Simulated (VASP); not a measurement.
A run of VASP 6.6.1 is set up as follows.

The input INCAR:

```
SYSTEM = C
PREC = Accurate
ENCUT = 520
EDIFF = 1E-6
ISMEAR = 0
SIGMA = 0.15
LREAL = .FALSE.
LASPH = .TRUE.
NELM = 100
ALGO = Normal
ISIF = 2
LWAVE = .FALSE.
LCHARG = .FALSE.
NBANDS = 11
```

KPOINTS

```
Automatic mesh
0
G
  21 21 6
  0 0 0
```

File POSCAR:

```
C
1.0
    2.4789000000      0.0000000000      0.0000000000
   -1.2394500000      2.1467903734      0.0000000000
    0.0000000000      0.0000000000      8.0977000000
C
2
Direct
    0.3333333333      0.6666666667      0.0000000000
    0.6666666667      0.3333333333      0.0000000000
```

Potentials or basis: VASP PAW LDA potentials, release 64 (C).

Command:

```bash
$ cat potpaw_LDA.64/C/POTCAR > POTCAR
$ mpirun -np 1 vasp_std > vasp.out
```

Task: Estimate the band gap on the k mesh.

Result: Zero (filled and empty bands touch).
